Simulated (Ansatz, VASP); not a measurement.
**Pb in VASP and in Ansatz**

The input INCAR:

```
  PREC = Accurate
  ENCUT = 600
  EDIFF = 1E-6
  ISMEAR = -1
  SIGMA = 0.05
  LREAL = F
  LASPH = T
  NELM = 80
  ALGO = Normal
  ISIF = 3
  LWAVE = F
  LCHARG = F
  GGA = PS
  IBRION = 2
  NSW = 60
  EDIFFG = -0.005
```

KPOINTS

```
regular mesh
0
Gamma
  13 13 13
```

Contents of POSCAR:

```
Pb
1.0
    3.1845005694      0.0000000000      0.0000000000
    0.0000000000      3.1845005694      0.0000000000
    0.0000000000      0.0000000000      3.1845005694
Pb
1
Direct
    0.0000000000      0.0000000000      0.0000000000
```

Input for Ansatz:

```yaml
crystal:
  lattice:
    - [3.1845005694, 0.0, 0.0]
    - [0.0, 3.1845005694, 0.0]
    - [0.0, 0.0, 3.1845005694]
  atoms:
    - { symbol: Pb, position: [0.0, 0.0, 0.0] }
kpoints:
  mp_grid: { grid: [13, 13, 13] }
scf:
  occupations: { method: fermi_dirac, width: 0.05 }
hamiltonian:
  xc: pbesol
  pseudopotentials: { kind: paw }
output:
  forces: true
  stress: true
  write_density: true
  write_potential: true
  elf: true
  volumetric_format: npy
relax:
  f_tol: 0.005
  max_steps: 40
  cell: {}
```

Alike in both runs: task relaxation of cell and atoms; functional PBEsol; k mesh 13 × 13 × 13; occupations fermi-dirac, width 0.05 eV; no spin polarisation.

|  | VASP | Ansatz |
| --- | --- | --- |
| version | VASP 6.6.1 | Ansatz 0.2.0 |
| potentials or method | VASP PAW PBE potentials, release 64 (Pb_d) | PAW with Ansatz's default frozen-core files, scalar-relativistic |
| plane-wave cutoff (eV) | 600 | 420 |
| valence electrons in the cell | 14 | 14 |

VASP gave:

| Quantity | Value |
| --- | --- |
| relaxed volume (Å³/atom) | 32.22 |
| relaxed cell length with the largest relative difference (Å) | 3.182 |

Question: Which values does Ansatz return?

Answer: Relaxed volume (Å³/atom): 32.19; relaxed cell length with the largest relative difference (Å): 3.181.

VASP's potentials were made for PBE, not for PBEsol.

Spin-orbit coupling is off throughout.
